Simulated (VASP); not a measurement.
# HfO2 (Pca2_1) in VASP: single point with PBE

Aim: the single point of HfO2 with PBE.

Program: VASP 6.6.1. These are calculated values, not measurements. Logs are shortened: lines on timing, memory, paths and dates and some standing lists are left out, and cuts for length are marked.

## Step 1: The cell of the first run

Symmetry: Pca2_1, No. 29, orthorhombic system. The conventional cell has a = 5.142 Å, b = 4.930 Å, c = 5.125 Å, α = 90.00°, β = 90.00°, γ = 90.00°. Hf (site symmetry 1) has 7 O at 2.01 to 2.21 Å within 2.7 Å. Within 2.7 Å of O (site symmetry 1) lie 3 Hf at 2.01 to 2.16 Å and 3 O at 2.48 to 2.67 Å. Within 2.8 Å of O (site symmetry 1) lie 4 Hf at 2.11 to 2.21 Å and 7 O at 2.48 to 2.76 Å.

## Step 2: Single point, PBE (epitaxial xy strain -2.0%)

The input, INCAR:

```
SYSTEM = HfO2
  PREC = Accurate
  ENCUT = 520
  EDIFF = 1E-6
  ISMEAR = -1
  SIGMA = 0.02
  LREAL = .FALSE.
  LASPH = .TRUE.
  NELM = 100
  ALGO = Normal
  ISIF = 2
  LWAVE = .FALSE.
  LCHARG = .FALSE.
  GGA = PE
  NBANDS = 56
```

The input, KPOINTS:

```
Automatic mesh
0
G
  6 6 6
  0 0 0
```

The input, POSCAR:

```
HfO2
1.0
    5.1415761642      0.0000000000      0.0000000000
    0.0000000000      4.9297615455      0.0000000000
    0.0000000000      0.0000000000      5.1251165823
Hf O
4 8
Direct
    0.0333633289      0.2689772421      0.2426591371
    0.4666366711      0.2689772421      0.7426591371
    0.5333633289      0.7310227579      0.2426591371
    0.9666366711      0.7310227579      0.7426591371
    0.3702765429      0.0745518135      0.3777752500
    0.1297234571      0.0745518135      0.8777752500
    0.7381379571      0.4555875884      0.4925656129
    0.7618620429      0.4555875884      0.9925656129
    0.2618620429      0.5444124116      0.9925656129
    0.2381379571      0.5444124116      0.4925656129
    0.8702765429      0.9254481865      0.3777752500
    0.6297234571      0.9254481865      0.8777752500
```

Potentials or basis: VASP PAW PBE potentials, release 64 (Hf_pv, O).

Run with:

```bash
> cat potpaw_PBE.64/Hf_pv/POTCAR potpaw_PBE.64/O/POTCAR > POTCAR
> mpirun -np 1 vasp_std > vasp.out
```

OUTCAR:

```text
SYSTEM = HfO2
   PREC = Accurate
   ENCUT = 520
   EDIFF = 1E-6
   ISMEAR = -1
   LREAL = .FALSE.
   LASPH = .TRUE.
   NELM = 100
   ISIF = 2
   GGA = PE

 ion  position               nearest neighbor table
   1  0.033  0.269  0.243-  11 2.01   5 2.10   8 2.11  10 2.14   6 2.16   7 2.19   9 2.21   2 3.40
                             2 3.40   3 3.43   3 3.43   4 3.45   4 3.45   3 3.69   3 3.69   4 3.70
   2  0.467  0.269  0.743-  12 2.01   6 2.10   7 2.11   9 2.14   5 2.16   8 2.19  10 2.21   1 3.40
                             1 3.40   4 3.43   4 3.43   3 3.45   3 3.45   4 3.69   4 3.69   3 3.70
   3  0.533  0.731  0.243-   5 2.01  11 2.10   9 2.11   7 2.14  12 2.16  10 2.19   8 2.21   4 3.40
                             4 3.40   1 3.43   1 3.43   2 3.45   2 3.45   1 3.69   1 3.69   2 3.70
   4  0.967  0.731  0.743-   6 2.01  12 2.10  10 2.11   8 2.14  11 2.16   9 2.19   7 2.21   3 3.40
                             3 3.40   2 3.43   2 3.43   1 3.45   1 3.45   2 3.69   2 3.69   1 3.70
   5  0.370  0.075  0.378-   3 2.01   1 2.10   2 2.16
   6  0.130  0.075  0.878-   4 2.01   2 2.10   1 2.16
   7  0.738  0.456  0.493-   2 2.11   3 2.14   1 2.19   4 2.21
   8  0.762  0.456  0.993-   1 2.11   4 2.14   2 2.19   3 2.21
   9  0.262  0.544  0.993-   3 2.11   2 2.14   4 2.19   1 2.21
  10  0.238  0.544  0.493-   4 2.11   1 2.14   3 2.19   2 2.21
  11  0.870  0.925  0.378-   1 2.01   3 2.10   4 2.16
  12  0.630  0.925  0.878-   2 2.01   4 2.10   3 2.16

  LATTYP: Found a simple orthorhombic cell.
 ALAT       =     4.9297615455
 B/A-ratio  =     1.0396276848
 C/A-ratio  =     1.0429665039

  Lattice vectors:

 A1 = (   0.0000000000,   4.9297615455,   0.0000000000)
 A2 = (   0.0000000000,   0.0000000000,   5.1251165823)
 A3 = (   5.1415761642,   0.0000000000,   0.0000000000)

Analysis of symmetry for initial positions (statically):
=====================================================================
 Subroutine PRICEL returns:
 Original cell was already a primitive cell.

 Routine SETGRP: Setting up the symmetry group for a
 simple orthorhombic supercell.

 Subroutine GETGRP returns: Found  4 space group operations
 (whereof  1 operations were pure point group operations)
 out of a pool of  8 trial point group operations.

The static configuration has the point symmetry C_1 .
 The point group associated with its full space group is C_2v.

Analysis of symmetry for dynamics (positions and initial velocities):
=====================================================================
 Subroutine PRICEL returns:
 Original cell was already a primitive cell.

 Routine SETGRP: Setting up the symmetry group for a
 simple orthorhombic supercell.

 Subroutine GETGRP returns: Found  4 space group operations
 (whereof  1 operations were pure point group operations)
 out of a pool of  8 trial point group operations.

The dynamic configuration has the point symmetry C_1 .
 The point group associated with its full space group is C_2v.

 Subroutine INISYM returns: Found  4 space group operations
 (whereof  1 operations are pure point group operations),
 and found     1 'primitive' translations

----------------------------------------------------------------------------------------

                                     Primitive cell

  volume of cell :     129.9050

  direct lattice vectors                    reciprocal lattice vectors
     5.141576164  0.000000000  0.000000000     0.194492889  0.000000000  0.000000000
     0.000000000  4.929761545  0.000000000     0.000000000  0.202849568  0.000000000
     0.000000000  0.000000000  5.125116582     0.000000000  0.000000000  0.195117513

  length of vectors
     5.141576164  4.929761545  5.125116582     0.194492889  0.202849568  0.195117513

  position of ions in fractional coordinates (direct lattice)
     0.033363329  0.268977242  0.242659137
     0.466636671  0.268977242  0.742659137
     0.533363329  0.731022758  0.242659137
     0.966636671  0.731022758  0.742659137
     0.370276543  0.074551814  0.377775250
     0.129723457  0.074551814  0.877775250
     0.738137957  0.455587588  0.492565613
     0.761862043  0.455587588  0.992565613
     0.261862043  0.544412412  0.992565613
     0.238137957  0.544412412  0.492565613
     0.870276543  0.925448186  0.377775250
     0.629723457  0.925448186  0.877775250

  ion indices of the primitive-cell ions
   primitive index   ion index
                 1           1
                 2           2
                 3           3
                 4           4
                 5           5
                 6           6
                 7           7
                 8           8
                 9           9
                10          10
                11          11
                12          12

----------------------------------------------------------------------------------------

 KPOINTS: Automatic mesh

Automatic generation of k-mesh.
 Grid dimensions read from file:
 generate k-points for:    6    6    6

 Generating k-lattice:

  Cartesian coordinates                     Fractional coordinates (reciprocal lattice)
     0.032415481  0.000000000  0.000000000     0.166666667  0.000000000  0.000000000
     0.000000000  0.033808261  0.000000000     0.000000000  0.166666667  0.000000000
     0.000000000  0.000000000  0.032519585     0.000000000  0.000000000  0.166666667

  Length of vectors
     0.032415481  0.033808261  0.032519585

  Shift w.r.t. Gamma in fractional coordinates (k-lattice)
     0.000000000  0.000000000  0.000000000

 Subroutine IBZKPT returns following result:
 ===========================================

 Found     64 irreducible k-points:

 Following reciprocal coordinates:
            Coordinates               Weight
  0.000000  0.000000  0.000000      1.000000
  0.166667  0.000000  0.000000      2.000000
  0.333333  0.000000  0.000000      2.000000
  0.500000  0.000000  0.000000      1.000000
  0.000000  0.166667  0.000000      2.000000
  0.166667  0.166667  0.000000      4.000000
[... 16 lines left out ...]
  0.333333  0.166667  0.166667      8.000000
  0.500000  0.166667  0.166667      4.000000
 [... further k-points ...]
   k-points           NKPTS =     64   k-points in BZ     NKDIM =     64   number of bands    NBANDS=     56
   number of dos      NEDOS =    301   number of ions     NIONS =     12
   total plane-waves  NPLWV =  64000
   dimension x,y,z NGX =    40 NGY =   40 NGZ =   40
   dimension x,y,z NGXF=    80 NGYF=   80 NGZF=   80
   ions per type =               4   8
   NGX,Y,Z   is equivalent  to a cutoff of  12.93, 13.49, 12.97 a.u.
   NGXF,Y,Z  is equivalent  to a cutoff of  25.87, 26.98, 25.95 a.u.
 SYSTEM =  HfO2
   PREC   = accura    normal or accurate (medium, high low for compatibility)
   ISTART =      0    job   : 0-new  1-cont  2-samecut
   ICHARG =      2    charge: 1-file 2-atom 10-const
   ISPIN  =      1    spin polarized calculation?
   LNONCOLLINEAR =      F non collinear calculations
   LSORBIT =      F    spin-orbit coupling
   LASPH  =      T    aspherical Exc in radial PAW
   ENCUT  =  520.0 eV  38.22 Ry    6.18 a.u.   9.56  9.17  9.53*2*pi/ulx,y,z
   NELM   =    100;   NELMIN=  2; NELMDL= -5     # of ELM steps
   EDIFF  = 0.1E-05   stopping-criterion for ELM
   LREAL  =      F    real-space projection
   EDIFFG = 0.1E-04   stopping-criterion for IOM
   NSW    =      0    number of steps for IOM
   IBRION =     -1    ionic relax: 0-MD 1-quasi-New 2-CG
   NFREE  =      0    steps in history (QN), initial steepest desc. (CG)
   ISIF   =      2    stress and relaxation
   ISYM   =      2    0-nonsym 1-usesym 2-fastsym
   POTIM  = 0.5000    time-step for ionic-motion
   TEBEG  =    0.0;   TEEND  =   0.0 temperature during run
   PSTRESS=    0.0 pullay stress
   NELECT =      88.0000    total number of electrons
   NUPDOWN=      -1.0000    fix difference up-down
   EMIN   =  10.00;   EMAX   =-10.00  energy-range for DOS
   EFERMI =   0.00;   METHOD = LEGACY
   ISMEAR =    -1;   SIGMA  =   0.02  broadening in eV -4-tet -1-fermi 0-gaus
   EFERMI_NEDOS =   21; number of points for ismear=-14 and -15
   IALGO  =     38    algorithm
   IMIX   =      4    mixing-type and parameters
     AMIX     =   0.40;   BMIX     =  1.00
     AMIX_MAG =   1.60;   BMIX_MAG =  1.00
  volume/ion in A,a.u.               =      10.83        73.05
  Fermi-wavevector in a.u.,A,eV,Ry     =   1.437784  2.717018 28.126287  2.067224
  Thomas-Fermi vector in A             =   2.556824
   LORBIT       =      0    0 simple, 1 ext, 2 COOP (PROOUT), +10 PAW based schemes
   GGA     = PE    functional components
[... 5 lines left out ...]
 non-spin polarized calculation
  energy-cutoff  :      520.00
  volume of cell :      129.91
 maximum number of plane-waves:      3526
 NGX is ok and might be reduce to    40
   NGX = 19   NGY = 19   NGZ = 19

 number of electron      87.9999987 magnetization

 Free energy of the ion-electron system (eV)
  ---------------------------------------------------
  ext. energy  EPLUGINS =         0.00000000
  ---------------------------------------------------
  free energy    TOTEN  =      -121.49551264 eV

  energy without entropy =     -121.49551264  energy(sigma->0) =     -121.49551264

 E-fermi :   4.1824     XC(G=0): -11.8561

 val. band max:        3.7450168619   @ k =   0.0000   0.0000   0.0000
 cond. band min:       8.1652950891   @ k =   0.3333   0.5000   0.3333
 fundamental gap:      4.4202782272
 Fermi energy:         4.1824056818

 k-point     1 :       0.0000    0.0000    0.0000
  band No.  band energies     occupation
      1     -25.8063      2.00000
      2     -25.7875      2.00000
      3     -25.7870      2.00000
      4     -25.5039      2.00000
      5     -25.4466      2.00000
      6     -25.4351      2.00000
[... 48 lines left out ...]
     55      11.2382      0.00000
     56      11.4496      0.00000

 k-point     2 :       0.1667    0.0000    0.0000
  band No.  band energies     occupation
      1     -25.7858      2.00000
      2     -25.7663      2.00000
      3     -25.7593      2.00000
      4     -25.5122      2.00000
      5     -25.4679      2.00000
      6     -25.4386      2.00000
[... 48 lines left out ...]
     55      11.0449      0.00000
     56      11.2602      0.00000

 k-point     3 :       0.3333    0.0000    0.0000
  band No.  band energies     occupation
      1     -25.7285      2.00000
      2     -25.7092      2.00000
      3     -25.6863      2.00000
      4     -25.5647      2.00000
      5     -25.5178      2.00000
      6     -25.4465      2.00000
[... 1172 lines left out ...]
 k-point    23 :       0.3333    0.1667    0.1667
  band No.  band energies     occupation
      1     -25.7350      2.00000
      2     -25.7032      2.00000
      3     -25.6793      2.00000
      4     -25.5665      2.00000
      5     -25.5204      2.00000
      6     -25.4909      2.00000
[... 48 lines left out ...]
     55      11.3111      0.00000
     56      11.3954      0.00000

 k-point    24 :       0.5000    0.1667    0.1667
  band No.  band energies     occupation
      1     -25.7031      2.00000
      2     -25.6966      2.00000
      3     -25.6241      2.00000
      4     -25.6145      2.00000
      5     -25.5373      2.00000
      6     -25.5342      2.00000
[... 48 lines left out ...]
     55      11.3516      0.00000
     56      11.3909      0.00000

 [... further k-points ...]
[... 5 lines left out ...]
  --------------------------------------------------------------------------------------
  -------------------------------------------------------------------------------------
  Total       10.3733622     10.1756635      2.0018538      0.0000000      0.0000000      0.0000000
  in kB      127.9393643    125.5010565     24.6897681      0.0000000      0.0000000      0.0000000
  external PRESSURE =      92.7100630 kB  Pullay stress =       0.0000000 kB

 VOLUME and BASIS-vectors are now :
 -----------------------------------------------------------------------------
  energy-cutoff  :      520.00
  volume of cell :      129.91
      direct lattice vectors                 reciprocal lattice vectors
     5.141576164  0.000000000  0.000000000     0.194492889  0.000000000  0.000000000
     0.000000000  4.929761545  0.000000000     0.000000000  0.202849568  0.000000000
     0.000000000  0.000000000  5.125116582     0.000000000  0.000000000  0.195117513

 POSITION                                       TOTAL-FORCE (eV/Angst)
 -----------------------------------------------------------------------------------
      0.17154      1.32599      1.24366         0.034901      0.025874     -0.005708
      2.39925      1.32599      3.80621        -0.034901      0.025874     -0.005708
      2.74233      3.60377      1.24366         0.034901     -0.025874     -0.005708
      4.97004      3.60377      3.80621        -0.034901     -0.025874     -0.005708
      1.90381      0.36752      1.93614        -0.014547      0.022026      0.018806
      0.66698      0.36752      4.49870         0.014547      0.022026      0.018806
      3.79519      2.24594      2.52446         0.007986     -0.010179     -0.013099
      3.91717      2.24594      5.08701        -0.007986     -0.010179     -0.013099
      1.34638      2.68382      5.08701        -0.007986      0.010179     -0.013099
      1.22440      2.68382      2.52446         0.007986      0.010179     -0.013099
      4.47459      4.56224      1.93614        -0.014547     -0.022026      0.018806
      3.23777      4.56224      4.49870         0.014547     -0.022026      0.018806
 -----------------------------------------------------------------------------------
    total drift:                                0.000000      0.000000     -0.003593

  FREE ENERGIE OF THE ION-ELECTRON SYSTEM (eV)
  ---------------------------------------------------
  free  energy   TOTEN  =      -121.4955126382 eV

  energy  without entropy=     -121.4955126382  energy(sigma->0) =     -121.49551264
```

Wall time 8.1 min (1 thread of Intel Xeon Platinum 8259CL at 2.50GHz (Skylake/Cascade Lake), shared host); peak memory 0.46 GiB.

Results:

* Free energy: -121.4955 eV
* Pressure: 9.3 GPa
* Largest force: 0.044 eV/Å
* Band gap on the k mesh: 4.42 eV, indirect (least direct gap 4.48 eV)

Forces in eV/Å, atoms in the order of the input:
```
Hf   0.035  0.026 -0.006
Hf  -0.035  0.026 -0.006
Hf   0.035 -0.026 -0.006
Hf  -0.035 -0.026 -0.006
O   -0.015  0.022  0.019
O    0.015  0.022  0.019
O    0.008 -0.010 -0.013
O   -0.008 -0.010 -0.013
O   -0.008  0.010 -0.013
O    0.008  0.010 -0.013
O   -0.015 -0.022  0.019
O    0.015 -0.022  0.019
```

Stress tensor (GPa, compression positive):
```
12.79  0.00  0.00
 0.00 12.55  0.00
 0.00  0.00  2.47
```

Caveat: the cell differs from its parent crystal (epitaxial xy strain -2.0%); spin-orbit coupling is left out, which moves the levels of the heavy elements. A k mesh can miss the band edges.
